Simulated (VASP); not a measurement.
## SrRe: single point with PBE

SrRe:

```
Sr Re
1.0
     3.63803    0.00000    0.00000
     0.00000    3.63803    0.00000
     0.00000    0.00000    3.63803
Sr Re
1 1
Direct
  0.00000 0.00000 0.00000
  0.50000 0.50000 0.50000
```

| Item | Value |
| --- | --- |
| Program | VASP 6.6.1 |
| Task | single point |
| Functional | PBE |
| Potentials or basis | VASP PAW PBE potentials, release 64 (Sr_sv, Re) |
| Cutoff | 520 eV |
| k mesh | 10 × 10 × 10 |
| Occupations | gaussian, width 0.05 eV |
| Spin | no spin polarisation |
| Dipole correction | no |
| Further INCAR settings | ALGO = Fast; EDIFF = 1e-07; NBANDS = 16 |

The pressure is 0.2 GPa.

Levels at points of the mesh, in eV from the Fermi level:
```csv
k point,band 6,band 7,band 8,band 9,band 10,band 11
"(0.00, 0.00, 0.00)",-2.22,-2.22,0.31,0.31,0.31,4.92
"(0.50, 0.00, 0.00)",-1.37,-0.96,0.07,0.07,0.65,1.68
"(0.50, 0.50, 0.00)",-2.01,-0.76,-0.76,1.46,1.61,2.57
"(0.50, 0.50, 0.50)",-0.60,-0.60,0.56,0.56,0.56,1.52
```

It took 55 s on 1 thread of Intel(R) Xeon(R) 6975P-C (Granite Rapids), on a shared host, peak memory 0.19 GiB.

Caveat: spin-orbit coupling is left out, which moves the levels of the heavy elements.
